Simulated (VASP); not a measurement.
Set up this calculation in VASP 6.6.1, as the native input.

```
Task                   : single point
Functional             : PBE
Potentials or basis    : VASP PAW PBE potentials, release 64 (Na_pv, F)
Cutoff                 : 520 eV
k mesh                 : 8 × 8 × 8
Occupations            : gaussian, width 0.02 eV
Spin                   : no spin polarisation
Dipole correction      : no
Further INCAR settings : ALGO = Normal; EDIFF = 1e-07; NBANDS = 14
```

The structure of NaF (Villiaumite) lies in POSCAR:

```
NaF
1.0
    0.0000000000      2.3497438127      2.3497438127
    2.3497438127      0.0000000000      2.3497438127
    2.3497438127      2.3497438127      0.0000000000
Na F
1 1
Direct
    0.0000000000      0.0000000000      0.0000000000
    0.5000000000      0.5000000000      0.5000000000
```

These files were run (other wordings do the same):

INCAR

```
PREC = Accurate
ENCUT = 520
EDIFF = 1E-7
ISMEAR = 0
SIGMA = 0.02
LREAL = F
LASPH = T
NELM = 60
ALGO = Normal
ISIF = 2
LWAVE = F
LCHARG = F
GGA = PE
NBANDS = 14
```

KPOINTS

```
regular mesh
0
Gamma
  8 8 8
```

Potentials or basis: VASP PAW PBE potentials, release 64 (Na_pv, F).

Launch:

```bash
$ cat potpaw_PBE.64/Na_pv/POTCAR potpaw_PBE.64/F/POTCAR > POTCAR
$ mpirun -np 1 vasp_std > vasp.out
```

It gave:

```yaml
Pressure: -0.1 GPa
Band_gap_on_the_k_mesh: 6.08 eV, direct
```

It took 16 s on 1 thread of Intel(R) Xeon(R) Platinum 8259CL CPU @ 2.50GHz (Skylake/Cascade Lake), with other jobs on the host, peak memory 0.15 GiB.
